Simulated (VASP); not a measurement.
A run of VASP 6.6.1 is set up as follows.

Contents of INCAR:

```
ALGO = Normal
DIPOL = 0.5 0.5 0.361
EDIFF = 1E-6
ENCUT = 520
GGA = PE
GGA_COMPAT = F
IDIPOL = 3
ISIF = 2
ISMEAR = 0
LASPH = T
LCHARG = F
LDIPOL = T
LREAL = F
LWAVE = F
NBANDS = 37
NELM = 120
NELMDL = -8
PREC = Accurate
SIGMA = 0.1
```

The input KPOINTS:

```
k-points
0
Gamma
  12 12 1
```

The input POSCAR:

```
Ir3F
1.0
    2.7367600872      0.0000000000      0.0000000000
   -1.3683800436      2.3701037596      0.0000000000
    0.0000000000      0.0000000000     19.8425800730
Ir F
3 1
Direct
    0.6666666667      0.3333333334      0.2015866881
    0.3333333333      0.6666666667      0.3110139949
    0.0000000000      0.0000000000      0.4204382718
    0.3333333333      0.1666666666      0.5109631829
```

Potentials or basis: VASP PAW PBE potentials, release 64 (Ir_sv_GW, F).

Run with:

```console
$ cat potpaw_PBE.64/Ir_sv_GW/POTCAR potpaw_PBE.64/F/POTCAR > POTCAR
$ mpirun -np 1 vasp_std > vasp.out
```

Q: What does it give for the largest force?

A: 1.002 eV/Å.

Q: Estimate the band gap on the k mesh.

A: Zero (bands 29 and 30 overlap by 2.19 eV).

Forces in eV/Å, atoms in the order of the input:
```
Ir  -0.209 -0.121 -0.224
Ir  -0.006 -0.004  0.620
Ir   0.764  0.441 -0.474
F   -0.549 -0.317  0.078
```

Caveat: spin-orbit coupling is left out, which moves the levels of the heavy elements.
